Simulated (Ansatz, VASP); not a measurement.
## One calculation of In2SiS5, two programs

Contents of INCAR:

```
  PREC = Accurate
  ENCUT = 600
  EDIFF = 1E-6
  ISMEAR = 0
  SIGMA = 0.15
  LREAL = False
  LASPH = True
  NELM = 80
  ALGO = Normal
  ISIF = 3
  LWAVE = False
  LCHARG = False
  GGA = PE
  IBRION = 2
  NSW = 36
  EDIFFG = -0.08
```

File KPOINTS:

```
Automatic mesh
0
Gamma
  2 2 2
```

Contents of POSCAR:

```
In2SiS5
1.0
    0.0000000000      4.6274097400      4.6274097400
    4.6274097400      0.0000000000      4.6274097400
    4.6274097400      4.6274097400      0.0000000000
In Si S
2 1 5
Direct
    0.0000000000      0.0000000000      0.0000000000
    0.2500000000      0.2500000000      0.2500000000
    0.5000000000      0.5000000000      0.5000000000
    0.7500000000      0.7500000000      0.7500000000
    0.3700959000      0.3700959000      0.3700959000
    0.3700959000      0.3700959000      0.8897123000
    0.3700959000      0.8897123000      0.3700959000
    0.8897123000      0.3700959000      0.3700959000
```

Input for Ansatz:

```yaml
crystal:
  lattice:
    - [0.0, 4.62740974, 4.62740974]
    - [4.62740974, 0.0, 4.62740974]
    - [4.62740974, 4.62740974, 0.0]
  atoms:
    - { symbol: In, position: [0.0, 0.0, 0.0] }
    - { symbol: In, position: [0.25, 0.25, 0.25] }
    - { symbol: Si, position: [0.5, 0.5, 0.5] }
    - { symbol: S, position: [0.75, 0.75, 0.75] }
    - { symbol: S, position: [0.3700959, 0.3700959, 0.3700959] }
    - { symbol: S, position: [0.3700959, 0.3700959, 0.8897123] }
    - { symbol: S, position: [0.3700959, 0.8897123, 0.3700959] }
    - { symbol: S, position: [0.8897123, 0.3700959, 0.3700959] }
basis:
  ecutwfc: 420
kpoints:
  mp_grid: { grid: [2, 2, 2] }
hamiltonian:
  xc: pbe
scf:
  occupations: { method: gaussian, width: 0.15 }
  lower_state_search: "off"
output:
  forces: true
  stress: true
  eigenvalues: true
relax:
  adjacent_minimum: "off"
  f_tol: 0.08
  max_steps: 16
  cell: { stress_tol: 0.8 }
```

Alike in both runs: task relaxation of cell and atoms; functional PBE; k mesh 2 × 2 × 2; occupations gaussian, width 0.15 eV; no spin polarisation.

|  | VASP | Ansatz |
| --- | --- | --- |
| version | VASP 6.6.1 | Ansatz 0.2.0 |
| potentials or method | VASP PAW PBE potentials, release 64 (In_d, Si, S), cutoff 600 eV | scalar-relativistic, plane waves, PAW |
| valence electrons in the cell | 60 | 60 |

|  | VASP | Ansatz | Ansatz less VASP |
| --- | --- | --- | --- |
| gap on the k mesh at the Fermi level, each at its own relaxed structure (eV) | none | none | - |
| relaxed volume (Å³/atom) | 35.93 | 35.93 | -0.004 |
| relaxed cell length with the largest relative difference (Å) | 7.408 | 7.408 | -0.0003 |

A gap of «none» marks a metal or a gap that the smearing closes.

The k mesh is coarse, so the values compare programs but aren't converged. Noted on VASP's run: the volume moved by over 15 % at a fixed basis, so the end points are rough.
